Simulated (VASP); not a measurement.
Here is a VASP 6.6.1 calculation.

The input INCAR:

```
SYSTEM = Yb
PREC = Accurate
ENCUT = 520
EDIFF = 1E-7
ISMEAR = -1
SIGMA = 0.1
LREAL = .False.
LASPH = .True.
NELM = 60
ALGO = Normal
ISIF = 2
LWAVE = .False.
LCHARG = .True.
GGA = CA
LELF = .True.
LVHAR = .True.
NBANDS = 31
```

File KPOINTS:

```
Automatic mesh
0
Gamma
  6 6 3
  0 0 0
```

The input POSCAR:

```
Yb
1.0
    3.9583600000      0.0198100000     -0.1579400000
   -1.9620300000      3.3369300000      0.0549000000
   -0.2599600000     -0.0457400000      6.3117100000
Yb
2
Direct
    0.3306500000      0.6662400000      0.2471300000
    0.6651558689      0.3304284293      0.7483748172
```

Potentials or basis: VASP PAW PBE potentials, release 64 (Yb).

Command:

```sh
$ cat potpaw_PBE.64/Yb/POTCAR > POTCAR
$ mpirun -np 1 vasp_std > vasp.out
```

(1) Estimate the largest force.

(2) Predict the band gap on the k mesh.

(3) Estimate the pressure.

Answers

(1) 0.008 eV/Å.

(2) zero (bands 24 and 25 overlap by 0.11 eV).

(3) -4.2 GPa.

Caveat: the cell stands under tension; the PAW data sets were made with another functional, which shifts forces and pressure a little; spin-orbit coupling is left out, which moves the levels of the heavy elements.
